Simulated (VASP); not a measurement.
# PbF2 (Aea2) in VASP: notebook, part 3 of 3

VASP 6.6.1. Earlier steps stand in the parts before.

### 5 Single point, PBEsol

This run uses another cell than the first one, of 19.06 Å³/atom, 1.105 times its volume.

INCAR

```
SYSTEM = PbF2
PREC = Accurate
ENCUT = 520
EDIFF = 1E-7
ISMEAR = 0
SIGMA = 0.01
LREAL = .False.
LASPH = .True.
NELM = 60
ALGO = Normal
ISIF = 2
LWAVE = .False.
LCHARG = .False.
GGA = PS
NBANDS = 37
```

KPOINTS

```
regular mesh
0
Gamma
  4 6 6
  0 0 0
```

POSCAR

```
PbF2
1.0
    6.1228285716      0.0000000000      0.0000000000
    0.0000000000      3.0512726830      3.0606591033
    0.0000000000     -3.0512726830      3.0606591033
Pb F
2 4
Direct
    0.5000000000      0.9774790000      0.9774790000
    0.0000000000      0.4774790000      0.4774790000
    0.7647730000      0.9736080000      0.4586660000
    0.2352270000      0.4586660000      0.9736080000
    0.7352270000      0.4736080000      0.9586660000
    0.2647730000      0.9586660000      0.4736080000
```

Potentials or basis: VASP PAW PBE potentials, release 64 (Pb_d, F).

Started as:

```
cat potpaw_PBE.64/Pb_d/POTCAR potpaw_PBE.64/F/POTCAR > POTCAR
mpirun -np 1 vasp_std > vasp.out
```

OUTCAR:

```text
SYSTEM = PbF2
   PREC = Accurate
   ENCUT = 520
   EDIFF = 1E-7
   ISMEAR = 0
   LREAL = .False.
   LASPH = .True.
   NELM = 60
   ISIF = 2
   GGA = PS

 ion  position               nearest neighbor table
   1  0.500  0.977  0.977-   5 2.58   6 2.58   6 2.61   5 2.61   3 2.64   4 2.64   4 2.77   3 2.77

   2  0.000  0.477  0.477-   3 2.58   4 2.58   4 2.61   3 2.61   5 2.64   6 2.64   5 2.77   6 2.77

   3  0.765  0.974  0.459-   2 2.58   2 2.61   1 2.64   1 2.77
   4  0.235  0.459  0.974-   2 2.58   2 2.61   1 2.64   1 2.77
   5  0.735  0.474  0.959-   1 2.58   1 2.61   2 2.64   2 2.77
   6  0.265  0.959  0.474-   1 2.58   1 2.61   2 2.64   2 2.77

  LATTYP: Found a base centered orthorhombic cell.
 ALAT       =     6.1025453660
 B/A-ratio  =     1.0030762312
 C/A-ratio  =     1.0033237288

  Lattice vectors:

 A1 = (   0.0000000000,   3.0512726830,  -3.0606591033)
 A2 = (   0.0000000000,   3.0512726830,   3.0606591033)
 A3 = (   6.1228285716,   0.0000000000,   0.0000000000)

Analysis of symmetry for initial positions (statically):
[... 185 lines left out ...]

 val. band max:        0.7009240200   @ k =   0.5000   0.5000   0.0000
 cond. band min:       4.9786817016   @ k =   0.0000   0.0000   0.0000
 fundamental gap:      4.2777576816
 Fermi energy:         0.7610376530

 k-point     1 :       0.0000    0.0000    0.0000
  band No.  band energies     occupation
      1     -19.6201      2.00000
      2     -19.4049      2.00000
      3     -19.3169      2.00000
      4     -19.1387      2.00000
      5     -13.6348      2.00000
      6     -13.6345      2.00000
[... 949 lines left out ...]
     36      12.3188      0.00000
     37      14.1295      0.00000

 [... further k-points ...]

------------------------ aborting loop because EDIFF is reached ----------------------------------------

  FORCE on cell =-STRESS in cart. coord.  units (eV):
  Direction    XX          YY          ZZ          XY          YZ          ZX
  --------------------------------------------------------------------------------------
  -------------------------------------------------------------------------------------
  Total       -4.5479550     -4.4862336     -4.5588159      0.0000000      0.0000000      0.0000000
  in kB      -63.7160242    -62.8513184    -63.8681829      0.0000000      0.0000000      0.0000000
  external PRESSURE =     -63.4785085 kB  Pullay stress =       0.0000000 kB

 VOLUME and BASIS-vectors are now :
 -----------------------------------------------------------------------------
  energy-cutoff  :      520.00
  volume of cell :      114.36
      direct lattice vectors                 reciprocal lattice vectors
     6.122828572  0.000000000  0.000000000     0.163323207  0.000000000  0.000000000
     0.000000000  3.051272683  3.060659103     0.000000000  0.163866049  0.163363505
     0.000000000 -3.051272683  3.060659103     0.000000000 -0.163866049  0.163363505

 POSITION                                       TOTAL-FORCE (eV/Angst)
 -----------------------------------------------------------------------------------
      3.06141      0.00000      5.98346        -0.000000      0.000000      0.010810
      0.00000      0.00000      2.92280        -0.000000      0.000000      0.010810
      4.68257      1.57123      4.38370        -0.005355     -0.021582     -0.005405
      1.44025     -1.57123      4.38370         0.005355      0.021582     -0.005405
      4.50167     -1.48004      4.38370         0.005355     -0.021582     -0.005405
      1.62116      1.48004      4.38370        -0.005355      0.021582     -0.005405
 -----------------------------------------------------------------------------------
    total drift:                                0.000000     -0.000001      0.002822

  FREE ENERGIE OF THE ION-ELECTRON SYSTEM (eV)
  ---------------------------------------------------
  free  energy   TOTEN  =       -29.6172772277 eV

  energy  without entropy=      -29.6172772277  energy(sigma->0) =      -29.61727723
```

OSZICAR:

```text
N       E                     dE             d eps       ncg     rms          rms(c)
DAV:   1     0.734247282823E+03    0.73425E+03   -0.28167E+04  2886   0.172E+03
DAV:   2     0.722183302590E+02   -0.66203E+03   -0.62785E+03  3115   0.483E+02
DAV:   3    -0.284738115873E+02   -0.10069E+03   -0.97995E+02  3454   0.208E+02
DAV:   4    -0.331210502072E+02   -0.46472E+01   -0.46349E+01  3364   0.487E+01
DAV:   5    -0.332738240854E+02   -0.15277E+00   -0.15275E+00  3754   0.882E+00    0.104E+01
DAV:   6    -0.297032311247E+02    0.35706E+01   -0.12316E+01  4429   0.245E+01    0.409E+00
DAV:   7    -0.296521587291E+02    0.51072E-01   -0.99636E-01  3073   0.475E+00    0.232E+00
DAV:   8    -0.296185177898E+02    0.33641E-01   -0.25405E-01  3099   0.389E+00    0.697E-01
DAV:   9    -0.296141785288E+02    0.43393E-02   -0.37952E-02  3876   0.116E+00    0.161E-01
DAV:  10    -0.296172511436E+02   -0.30726E-02   -0.41560E-03  3019   0.663E-01    0.561E-02
DAV:  11    -0.296172195383E+02    0.31605E-04   -0.30914E-04  3697   0.183E-01    0.327E-02
DAV:  12    -0.296172685421E+02   -0.49004E-04   -0.25198E-04  3906   0.121E-01    0.176E-02
DAV:  13    -0.296172783143E+02   -0.97722E-05   -0.60090E-05  3631   0.692E-02    0.112E-02
DAV:  14    -0.296172769795E+02    0.13348E-05   -0.81319E-06  3899   0.193E-02    0.986E-04
DAV:  15    -0.296172771648E+02   -0.18537E-06   -0.26407E-07  2851   0.331E-03    0.411E-04
DAV:  16    -0.296172772277E+02   -0.62922E-07   -0.33305E-08  2153   0.149E-03
   1 F= -.29617277E+02 E0= -.29617277E+02  d E =-.340991E-19
```

Run time: 50 s. Hardware: 1 thread of Intel Xeon 6975P-C (Granite Rapids), shared host; peak memory 0.28 GiB.

What came out:

| Property | Result |
| --- | --- |
| Free energy | -29.6173 eV |
| Pressure | -6.3 GPa |
| Largest force | 0.023 eV/Å |
| Band gap on the k mesh | 4.28 eV |

Forces on the atoms (eV/Å):
```
Pb   0.000  0.000  0.011
Pb   0.000  0.000  0.011
F   -0.005 -0.022 -0.005
F    0.005  0.022 -0.005
F    0.005 -0.022 -0.005
F   -0.005  0.022 -0.005
```

Levels at points of the mesh, in eV from the valence-band top:
```
           k point  band 24  band 25  band 26  band 27  band 28  band 29  band 30  band 31  band 32  band 33
(0.00, 0.00, 0.00)    -1.46    -1.15    -1.12    -1.06    -0.16     4.28     6.50     6.56     6.56     7.45
(0.50, 0.00, 0.00)    -1.34    -1.21    -1.21    -0.79    -0.79     4.94     4.94     7.05     7.05     7.06
(0.00, 0.50, 0.00)    -1.56    -1.20    -1.20    -0.18    -0.18     5.32     5.32     6.43     6.43     7.25
(0.50, 0.50, 0.00)    -1.64    -1.63    -1.63     0.00     0.00     4.90     4.90     7.18     7.18     7.33
(0.00, 0.50, 0.50)    -1.11    -1.11    -1.10    -0.13    -0.12     4.28     4.29     7.34     7.43     7.44
(0.50, 0.50, 0.50)    -1.16    -1.07    -1.07     0.00     0.00     5.77     5.77     5.78     5.78     7.17
```

Caveat: the PAW data sets were made with another functional, which shifts forces and pressure a little; spin-orbit coupling is left out, which moves the levels of the heavy elements.

### 6 The runs side by side

```tsv
cell	gap on the mesh (eV)	pressure (GPa)	largest force (eV/Å)
a = 5.922, b = 4.180, c = 4.180 Å, angles 89.8, 90.0, 90.0°, 6 atoms	4.28	-0.5	0.09
a = 5.973, b = 4.216, c = 4.216 Å, angles 89.8, 90.0, 90.0°, 6 atoms	4.28	-2.3	0.07
a = 6.074, b = 4.287, c = 4.287 Å, angles 89.8, 90.0, 90.0°, 6 atoms	4.28	-5.2	0.03
a = 6.123, b = 4.322, c = 4.322 Å, angles 89.8, 90.0, 90.0°, 6 atoms	4.28	-6.3	0.02
```

Alike in all rows: task single point; level PBEsol; potentials or basis VASP PAW PBE potentials, release 64 (Pb_d, F); no spin polarisation; k mesh 4 × 6 × 6; cutoff (eV) 520; smearing gaussian 0.01 eV.

Caveats: the PAW data sets were made with another functional, which shifts forces and pressure a little; spin-orbit coupling is left out, which moves the levels of the heavy elements.

Absolute energies hang on the potentials; compare differences alone.
